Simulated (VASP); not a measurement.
CuO, 4 atoms in the cell. The typed cell holds 4 atoms: a = 3.889 Å, b = 3.889 Å, c = 4.057 Å, α = 90.00°, β = 90.00°, γ = 90.00°. 

```yaml
Program: VASP 6.6.1
Task: single point
Functional: PBE
Potentials_or_basis: VASP PAW PBE potentials, release 64 (Cu, O)
Cutoff: 520 eV
k_mesh: 6 × 6 × 5
Occupations: fermi-dirac, width 0.05 eV
Spin: no spin polarisation
Dipole_correction: no
Further_INCAR_settings: ALGO = Normal; EDIFF = 1e-06; NBANDS = 25
```

Potentials or basis: VASP PAW PBE potentials, release 64 (Cu, O).

Run with:

```sh
$ cat potpaw_PBE.64/Cu/POTCAR potpaw_PBE.64/O/POTCAR > POTCAR
$ mpirun -np 1 vasp_std > vasp.out
```

Hardware: 1 thread of Intel(R) Xeon(R) Platinum 8175M CPU @ 2.50GHz (Skylake/Cascade Lake), with other jobs on the host.

Estimate the wall time of this run.

Wall time 57 s on 1 thread of Intel(R) Xeon(R) Platinum 8175M CPU @ 2.50GHz (Skylake/Cascade Lake) (shared host), peak memory 0.19 GiB. Counts: scf iterations 15, k points 30.
